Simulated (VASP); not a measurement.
# ScTl in VASP: a series of runs

The runs below take ScTl through single point, with PBE.

Program: VASP 6.6.1. These are calculated values, not measurements. Logs are shortened: lines on timing, memory, paths and dates and some standing lists are left out, and cuts for length are marked.

### 1 The cell of the first run

The cell holds an amorphous packing of atoms, 8 atoms: a = 6.315 Å, b = 7.079 Å, c = 4.890 Å, α = 95.82°, β = 86.43°, γ = 105.72°.

### 2 Single point, PBE

Input file INCAR:

```
SYSTEM = ScTl
PREC     = Accurate       ! precision mode
ENCUT    = 520            ! plane-wave cutoff, eV
EDIFF    = 1E-7           ! SCF threshold, eV
ISMEAR   = 1              ! smearing method
SIGMA    = 0.15           ! smearing width, eV
LREAL    = .FALSE.        ! projectors in reciprocal space
LASPH    = .TRUE.         ! aspherical terms in the spheres
NELM     = 100            ! most SCF steps
ALGO     = Normal         ! electronic algorithm
ISIF     = 2              ! what is computed and relaxed
LWAVE    = .FALSE.        ! write WAVECAR
LCHARG   = .FALSE.        ! write CHGCAR
GGA      = PE             ! functional
NBANDS   = 58             ! bands
```

Input file KPOINTS:

```
Automatic mesh
0
G
  3 2 3
  0 0 0
```

Input file POSCAR:

```
ScTl
1.0
    6.2577200000     -0.7067440000      0.4731370000
   -1.1421250000      6.9865130000     -0.0575770000
   -0.1151100000     -0.4811790000      4.8648230000
Tl Sc
4 4
Direct
    0.3007262441      0.1924396783      0.0387669575
    0.6621570913      0.5657921245      0.5482959182
    0.8479462918      0.9133039128      0.1464272256
    0.4487378696      0.6073427384      0.0606430046
    0.8385801645      0.3292144814      0.1106921832
    0.6243578445      0.9926273219      0.6701945180
    0.0977026078      0.8520530040      0.6250327992
    0.1940938450      0.4129180937      0.5761867607
```

Potentials or basis: VASP PAW PBE potentials, release 64 (Tl_d, Sc_sv).

Command:

```
$ cat potpaw_PBE.64/Tl_d/POTCAR potpaw_PBE.64/Sc_sv/POTCAR > POTCAR
$ mpirun -np 1 vasp_std > vasp.out
```

OUTCAR:

```text
SYSTEM = ScTl
   PREC = Accurate
   ENCUT = 520
   EDIFF = 1E-7
   ISMEAR = 1
   LREAL = .FALSE.
   LASPH = .TRUE.
   NELM = 100
   ISIF = 2
   GGA = PE

 ion  position               nearest neighbor table
   1  0.301  0.192  0.039-   4 2.82   7 3.03   8 3.05   3 3.05   8 3.08   6 3.17   5 3.30   5 3.30
                             2 3.81   2 3.91
   2  0.662  0.566  0.548-   4 2.80   8 2.86   4 2.89   5 2.93   7 2.96   6 3.09   3 3.23   3 3.66
                             5 3.73   1 3.81   1 3.91
   3  0.848  0.913  0.146-   4 2.87   6 2.93   7 2.97   6 2.97   5 2.98   7 3.03   1 3.05   2 3.23
                             2 3.66
   4  0.449  0.607  0.061-   2 2.80   1 2.82   3 2.87   2 2.89   8 2.95   8 3.14   6 3.39   5 3.58

   5  0.839  0.329  0.111-   2 2.93   3 2.98   6 3.12   8 3.20   1 3.30   1 3.30   8 3.33   4 3.58
                             2 3.73
   6  0.624  0.993  0.670-   3 2.93   3 2.97   2 3.09   5 3.12   1 3.17   7 3.22   7 3.39   4 3.39

   7  0.098  0.852  0.625-   2 2.96   3 2.97   3 3.03   1 3.03   6 3.22   8 3.31   6 3.39
   8  0.194  0.413  0.576-   2 2.86   4 2.95   1 3.05   1 3.08   4 3.14   5 3.20   7 3.31   5 3.33

  LATTYP: Found a triclinic cell.
 ALAT       =     6.3152518003
 B/A-ratio  =     2.0104476497
 C/A-ratio  =     0.7743027452
 COS(alpha) =     0.0053563675
 COS(beta)  =     0.0622217060
 COS(gamma) =     0.8437458057

  Lattice vectors:

 A1 = (   6.2577200000,  -0.7067440000,   0.4731370000)
 A2 = (  11.3733150000,   5.5730250000,   0.8886970000)
 A3 = (  -0.1151100000,  -0.4811790000,   4.8648230000)

Analysis of symmetry for initial positions (statically):
=====================================================================
 Subroutine PRICEL returns:
 Original cell was already a primitive cell.

 Routine SETGRP: Setting up the symmetry group for a
 triclinic supercell.

 Subroutine GETGRP returns: Found  1 space group operations
 (whereof  1 operations were pure point group operations)
 out of a pool of  2 trial point group operations.

The static configuration has the point symmetry C_1 .

Analysis of symmetry for dynamics (positions and initial velocities):
=====================================================================
 Subroutine PRICEL returns:
 Original cell was already a primitive cell.

 Routine SETGRP: Setting up the symmetry group for a
 triclinic supercell.

 Subroutine GETGRP returns: Found  1 space group operations
 (whereof  1 operations were pure point group operations)
 out of a pool of  2 trial point group operations.

The dynamic configuration has the point symmetry C_1 .

 Subroutine INISYM returns: Found  1 space group operations
 (whereof  1 operations are pure point group operations),
 and found     1 'primitive' translations

----------------------------------------------------------------------------------------

                                     Primitive cell

  volume of cell :     209.2240

  direct lattice vectors                    reciprocal lattice vectors
     6.257720000 -0.706744000  0.473137000     0.162316232  0.026588082  0.006470502
    -1.142125000  6.986513000 -0.057577000     0.015344901  0.145763246  0.014780510
    -0.115110000 -0.481179000  4.864823000    -0.015604741 -0.000860709  0.205102957

  length of vectors
     6.315251800  7.079486459  4.889916805     0.164606661  0.147312095  0.205697525

  position of ions in fractional coordinates (direct lattice)
     0.300726244  0.192439678  0.038766958
     0.662157091  0.565792124  0.548295918
     0.847946292  0.913303913  0.146427226
     0.448737870  0.607342738  0.060643005
     0.838580165  0.329214481  0.110692183
     0.624357844  0.992627322  0.670194518
     0.097702608  0.852053004  0.625032799
     0.194093845  0.412918094  0.576186761

  ion indices of the primitive-cell ions
   primitive index   ion index
                 1           1
                 2           2
                 3           3
                 4           4
                 5           5
                 6           6
                 7           7
                 8           8

----------------------------------------------------------------------------------------

 KPOINTS: Automatic mesh

Automatic generation of k-mesh.
 Grid dimensions read from file:
 generate k-points for:    3    2    3

 Generating k-lattice:

  Cartesian coordinates                     Fractional coordinates (reciprocal lattice)
     0.054105411  0.008862694  0.002156834     0.333333333  0.000000000  0.000000000
     0.007672450  0.072881623  0.007390255     0.000000000  0.500000000  0.000000000
    -0.005201580 -0.000286903  0.068367652    -0.000000000  0.000000000  0.333333333

  Length of vectors
     0.054868887  0.073656047  0.068565842

  Shift w.r.t. Gamma in fractional coordinates (k-lattice)
     0.000000000  0.000000000  0.000000000

 Subroutine IBZKPT returns following result:
 ===========================================

 Found     10 irreducible k-points:

 Following reciprocal coordinates:
            Coordinates               Weight
  0.000000  0.000000  0.000000      1.000000
  0.333333  0.000000 -0.000000      2.000000
 -0.000000  0.500000 -0.000000      1.000000
  0.333333  0.500000  0.000000      2.000000
 -0.000000 -0.000000  0.333333      2.000000
  0.333333  0.000000  0.333333      2.000000
 -0.333333  0.000000  0.333333      2.000000
 -0.000000  0.500000  0.333333      2.000000
  0.333333  0.500000  0.333333      2.000000
 -0.333333  0.500000  0.333333      2.000000
   k-points           NKPTS =     10   k-points in BZ     NKDIM =     10   number of bands    NBANDS=     58
   number of dos      NEDOS =    301   number of ions     NIONS =      8
   total plane-waves  NPLWV =  93312
   dimension x,y,z NGX =    48 NGY =   54 NGZ =   36
   dimension x,y,z NGXF=    96 NGYF=  108 NGZF=   72
   ions per type =               4   4
   NGX,Y,Z   is equivalent  to a cutoff of  12.64, 12.68, 12.24 a.u.
   NGXF,Y,Z  is equivalent  to a cutoff of  25.27, 25.36, 24.48 a.u.
 SYSTEM =  ScTl
   PREC   = accura    normal or accurate (medium, high low for compatibility)
   ISTART =      0    job   : 0-new  1-cont  2-samecut
   ICHARG =      2    charge: 1-file 2-atom 10-const
   ISPIN  =      1    spin polarized calculation?
[... 28 lines left out ...]
  Thomas-Fermi vector in A             =   2.396080
   LORBIT       =      0    0 simple, 1 ext, 2 COOP (PROOUT), +10 PAW based schemes
   GGA     = PE    functional components
   LHFCALC =     F    Hartree Fock is set to
   AEXX    =    0.0000 exact exchange contribution
   IVDW    =     0    specifies the selected vdW correction
   LEPSILON=     F    determine dielectric tensor
   LRPA    =     F    only Hartree local field effects (RPA)
 non-spin polarized calculation
 Methfessel and Paxton  Order N= 1 SIGMA  =   0.15
  energy-cutoff  :      520.00
  volume of cell :      209.22
 maximum number of plane-waves:      5648
   NGX = 23   NGY = 27   NGZ = 19

 number of electron      95.9999999 magnetization

 Free energy of the ion-electron system (eV)
  ---------------------------------------------------
  ext. energy  EPLUGINS =         0.00000000
  ---------------------------------------------------
  free energy    TOTEN  =       -31.87502037 eV

  energy without entropy =      -31.85953430  energy(sigma->0) =      -31.86985835

 E-fermi :   5.5598     XC(G=0): -10.0431

 val. band max:        5.5546588563   @ k =  -0.0000   0.5000   0.3333
 cond. band min:       5.5757635211   @ k =   0.0000   0.0000   0.0000
 fundamental gap:      0.0211046648
 Fermi energy:         5.5598275811

 k-point     1 :       0.0000    0.0000    0.0000
  band No.  band energies     occupation
      1     -44.5904      2.00000
      2     -44.5672      2.00000
      3     -44.4747      2.00000
      4     -44.3971      2.00000
      5     -23.2910      2.00000
      6     -23.2602      2.00000
[... 50 lines left out ...]
     57       7.2184     -0.00000
     58       7.4802     -0.00000

 k-point     2 :       0.3333    0.0000   -0.0000
  band No.  band energies     occupation
      1     -44.5904      2.00000
      2     -44.5667      2.00000
      3     -44.4753      2.00000
      4     -44.3971      2.00000
      5     -23.2909      2.00000
      6     -23.2573      2.00000
[... 50 lines left out ...]
     57       7.2261     -0.00000
     58       7.4269     -0.00000

 k-point     3 :      -0.0000    0.5000   -0.0000
  band No.  band energies     occupation
      1     -44.5904      2.00000
      2     -44.5673      2.00000
      3     -44.4747      2.00000
      4     -44.3971      2.00000
      5     -23.2910      2.00000
      6     -23.2597      2.00000
[... 50 lines left out ...]
     57       7.2073     -0.00000
     58       7.3829     -0.00000

 k-point     4 :       0.3333    0.5000    0.0000
  band No.  band energies     occupation
      1     -44.5904      2.00000
      2     -44.5666      2.00000
      3     -44.4753      2.00000
      4     -44.3971      2.00000
      5     -23.2909      2.00000
      6     -23.2568      2.00000
[... 50 lines left out ...]
     57       7.1607     -0.00000
     58       7.3456     -0.00000

 k-point     5 :      -0.0000   -0.0000    0.3333
  band No.  band energies     occupation
      1     -44.5898      2.00000
      2     -44.5672      2.00000
      3     -44.4749      2.00000
      4     -44.3974      2.00000
      5     -23.2932      2.00000
      6     -23.2619      2.00000
[... 50 lines left out ...]
     57       7.1715     -0.00000
     58       7.2527     -0.00000

 k-point     6 :       0.3333    0.0000    0.3333
  band No.  band energies     occupation
      1     -44.5898      2.00000
      2     -44.5667      2.00000
      3     -44.4754      2.00000
      4     -44.3974      2.00000
      5     -23.2934      2.00000
      6     -23.2588      2.00000
[... 50 lines left out ...]
     57       7.2286     -0.00000
     58       7.3822     -0.00000

 k-point     7 :      -0.3333    0.0000    0.3333
  band No.  band energies     occupation
      1     -44.5898      2.00000
      2     -44.5666      2.00000
      3     -44.4755      2.00000
      4     -44.3974      2.00000
      5     -23.2933      2.00000
      6     -23.2590      2.00000
[... 50 lines left out ...]
     57       7.1829     -0.00000
     58       7.3273     -0.00000

 k-point     8 :      -0.0000    0.5000    0.3333
  band No.  band energies     occupation
      1     -44.5898      2.00000
      2     -44.5672      2.00000
      3     -44.4749      2.00000
      4     -44.3974      2.00000
      5     -23.2936      2.00000
      6     -23.2616      2.00000
[... 50 lines left out ...]
     57       7.1119     -0.00000
     58       7.4443     -0.00000

 k-point     9 :       0.3333    0.5000    0.3333
  band No.  band energies     occupation
      1     -44.5898      2.00000
      2     -44.5666      2.00000
      3     -44.4755      2.00000
      4     -44.3974      2.00000
      5     -23.2936      2.00000
      6     -23.2582      2.00000
[... 50 lines left out ...]
     57       7.0888     -0.00000
     58       7.3337     -0.00000

 k-point    10 :      -0.3333    0.5000    0.3333
  band No.  band energies     occupation
      1     -44.5898      2.00000
      2     -44.5666      2.00000
      3     -44.4754      2.00000
      4     -44.3974      2.00000
      5     -23.2937      2.00000
      6     -23.2579      2.00000
[... 50 lines left out ...]
     57       7.1226     -0.00000
     58       7.3547     -0.00000

------------------------ aborting loop because EDIFF is reached ----------------------------------------

  FORCE on cell =-STRESS in cart. coord.  units (eV):
  Direction    XX          YY          ZZ          XY          YZ          ZX
  --------------------------------------------------------------------------------------
  -------------------------------------------------------------------------------------
  Total        6.1147503      2.4316512      7.0754285      4.0075159      1.7403695      0.4007097
  in kB       46.8250124     18.6208906     54.1816117     30.6884128     13.3272529      3.0685204
  external PRESSURE =      39.8758382 kB  Pullay stress =       0.0000000 kB

 VOLUME and BASIS-vectors are now :
 -----------------------------------------------------------------------------
  energy-cutoff  :      520.00
  volume of cell :      209.22
      direct lattice vectors                 reciprocal lattice vectors
     6.257720000 -0.706744000  0.473137000     0.162316232  0.026588082  0.006470502
    -1.142125000  6.986513000 -0.057577000     0.015344901  0.145763246  0.014780510
    -0.115110000 -0.481179000  4.864823000    -0.015604741 -0.000860709  0.205102957

 POSITION                                       TOTAL-FORCE (eV/Angst)
 -----------------------------------------------------------------------------------
      1.65761      1.11329      0.31980         0.527155     -1.377122     -0.025271
      3.43427      3.22111      2.94808         1.873310     -0.899845      0.184154
      4.24625      5.71107      1.06095         0.706674      0.523581      0.243788
      2.10743      3.89689      0.47236        -2.198963      1.364090      0.513176
      4.85885      1.65414      0.91631         0.036765      0.367843     -0.002386
      2.69621      6.17126      3.49863        -0.474066      0.437514     -0.066832
     -0.43370      5.58308      3.03784         0.198759      0.157838     -0.470810
      0.67666      2.47043      2.87111        -0.669633     -0.573900     -0.375820
 -----------------------------------------------------------------------------------
    total drift:                                0.000120      0.000320      0.000102

  FREE ENERGIE OF THE ION-ELECTRON SYSTEM (eV)
  ---------------------------------------------------
  free  energy   TOTEN  =       -31.8750203742 eV

  energy  without entropy=      -31.8595342986  energy(sigma->0) =      -31.86985835
```

It took 2.3 min on 1 thread of Intel Xeon Platinum 8375C at 2.90GHz (Ice Lake), shared host; peak memory 0.33 GiB.

Results:

```
Free energy            : -31.8750 eV
Pressure               : 4.0 GPa
Largest force          : 2.638 eV/Å
Band gap on the k mesh : zero (band 48 reaches 5.59 eV, above the bottom of band 49 at 5.51 eV)
```

Forces in eV/Å, atoms in the order of the input:
```
Tl   0.527 -1.377 -0.025
Tl   1.873 -0.900  0.184
Tl   0.707  0.524  0.244
Tl  -2.199  1.364  0.513
Sc   0.037  0.368 -0.002
Sc  -0.474  0.438 -0.067
Sc   0.199  0.158 -0.471
Sc  -0.670 -0.574 -0.376
```

Stress tensor (GPa, compression positive):
```
4.68 3.07 0.31
3.07 1.86 1.33
0.31 1.33 5.42
```

Levels at points of the mesh, in eV from the Fermi level:
```
           k point  band 44  band 45  band 46  band 47  band 48  band 49  band 50  band 51  band 52  band 53
(0.00, 0.00, 0.00)    -1.55    -0.92    -0.77    -0.45     0.02     0.30     0.36     0.57     0.71     0.84
(0.00, 0.50, 0.00)    -1.16    -0.95    -0.73    -0.54    -0.03     0.06     0.24     0.45     0.56     0.74
```

Caveat: the k points lie up to 0.46 Å⁻¹ apart; spin-orbit coupling is left out, which moves the levels of the heavy elements.

### 3 Single point, PBE

Input file INCAR:

```
PREC = Accurate ; ENCUT = 520
EDIFF = 1E-7 ; ISMEAR = 1
SIGMA = 0.15 ; LREAL = F
LASPH = T ; NELM = 100
ALGO = Normal ; ISIF = 2
LWAVE = F ; LCHARG = F
GGA = PE ; NBANDS = 58
```

Input file KPOINTS:

```
Automatic mesh
0
Gamma
  3 2 3
```

Input file POSCAR:

```
ScTl
1.0
    6.2577200000     -0.7067440000      0.4731370000
   -1.1421250000      6.9865130000     -0.0575770000
   -0.1151100000     -0.4811790000      4.8648230000
Tl Sc
4 4
Direct
    0.2972536288      0.1930601204      0.0352027468
    0.6630867105      0.5628021698      0.5550390227
    0.8468759699      0.9155139125      0.1430576588
    0.4488698015      0.6044128610      0.0572973298
    0.8281648105      0.3228272246      0.1319386151
    0.6365663194      1.0035204916      0.6612539903
    0.0957193693      0.8450040826      0.6256339490
    0.2101122281      0.4295070719      0.5793565068
```

Potentials or basis: VASP PAW PBE potentials, release 64 (Tl_d, Sc_sv).

Command:

```
$ cat potpaw_PBE.64/Tl_d/POTCAR potpaw_PBE.64/Sc_sv/POTCAR > POTCAR
$ mpirun -np 1 vasp_std > vasp.out
```

Wall time 2.5 min (1 thread of Intel Xeon Platinum 8375C at 2.90GHz (Ice Lake), shared host); peak memory 0.33 GiB.

The run converged. Its results:

- Free energy: -31.5990 eV
- Pressure: 4.8 GPa
- Largest force: 2.818 eV/Å
- Band gap on the k mesh: zero (band 48 reaches 5.62 eV, above the bottom of band 49 at 5.56 eV)

Forces on the atoms (eV/Å):
```
Tl   0.472 -1.526 -0.014
Tl   2.177 -0.664 -0.054
Tl   0.735  0.279  0.230
Tl  -2.005  1.672  1.062
Sc   0.284  0.533 -0.188
Sc  -0.718  0.230  0.059
Sc   0.383  0.403 -0.482
Sc  -1.329 -0.927 -0.613
```

Stress tensor (GPa, compression positive):
```
 5.58  3.26 -0.02
 3.26  3.01  1.59
-0.02  1.59  5.93
```

Levels at points of the mesh, in eV from the Fermi level:
```
           k point  band 45  band 46  band 47  band 48  band 49  band 50  band 51  band 52
(0.00, 0.00, 0.00)    -0.91    -0.78    -0.40     0.06     0.31     0.36     0.48     0.79
(0.00, 0.50, 0.00)    -0.90    -0.72    -0.51    -0.04     0.09     0.27     0.49     0.55
```

Caveat: the k points lie up to 0.46 Å⁻¹ apart; spin-orbit coupling is left out, which moves the levels of the heavy elements.

### 4 Single point, PBE

Input file INCAR:

```
SYSTEM = ScTl
PREC = Accurate
ENCUT = 520
EDIFF = 1E-6
ISMEAR = 1
SIGMA = 0.15
LREAL = .False.
LASPH = .True.
NELM = 60
ALGO = Normal
ISIF = 2
LWAVE = .False.
LCHARG = .True.
GGA = PE
LELF = .True.
LVHAR = .True.
NBANDS = 58
```

Input file KPOINTS:

```
regular mesh
0
Gamma
  3 2 3
  0 0 0
```

Input file POSCAR:

```
ScTl
1.0
    6.2577200000     -0.7067440000      0.4731370000
   -1.1421250000      6.9865130000     -0.0575770000
   -0.1151100000     -0.4811790000      4.8648230000
Tl Sc
4 4
Direct
    0.2939565651      0.1926816111      0.0315818894
    0.6655981145      0.5595048740      0.5616030670
    0.8464051038      0.9179921751      0.1398430454
    0.4477058393      0.6025496884      0.0551100843
    0.8189725657      0.3180949796      0.1522089769
    0.6464485245      1.0149368294      0.6528375857
    0.0951838477      0.8391430655      0.6239909119
    0.2209610451      0.4425988653      0.5803242315
```

Command:

```
$ cat potpaw_PBE.64/Tl_d/POTCAR potpaw_PBE.64/Sc_sv/POTCAR > POTCAR
$ mpirun -np 1 vasp_std > vasp.out
```

Run time: 2.3 min. Hardware: 1 thread of Intel Xeon Platinum 8375C at 2.90GHz (Ice Lake), shared host; peak memory 0.34 GiB.

It converged, with:

| Quantity | Value |
| --- | --- |
| Free energy | -31.3088 eV |
| Pressure | 5.6 GPa |
| Largest force | 3.042 eV/Å |
| Band gap on the k mesh | zero (band 48 reaches 5.62 eV, above the bottom of band 49 at 5.58 eV) |

Forces in eV/Å, atoms in the order of the input:
```
Tl   0.450 -1.559 -0.005
Tl   2.320 -0.446 -0.146
Tl   0.724  0.040  0.151
Tl  -1.814  1.897  1.538
Sc   0.499  0.672 -0.498
Sc  -0.856 -0.004  0.244
Sc   0.481  0.626 -0.460
Sc  -1.803 -1.225 -0.824
```

Stress tensor (GPa, compression positive):
```
 6.25  3.15 -0.35
 3.15  3.94  1.83
-0.35  1.83  6.51
```

Levels at points of the mesh, in eV from the Fermi level:
```tsv
k point	band 45	band 46	band 47	band 48	band 49	band 50	band 51	band 52
(0.00, 0.00, 0.00)	-0.89	-0.78	-0.35	0.07	0.27	0.33	0.44	0.76
(0.00, 0.50, 0.00)	-0.86	-0.71	-0.47	-0.04	0.13	0.28	0.48	0.55
```

Caveat: the k points lie up to 0.46 Å⁻¹ apart; spin-orbit coupling is left out, which moves the levels of the heavy elements.
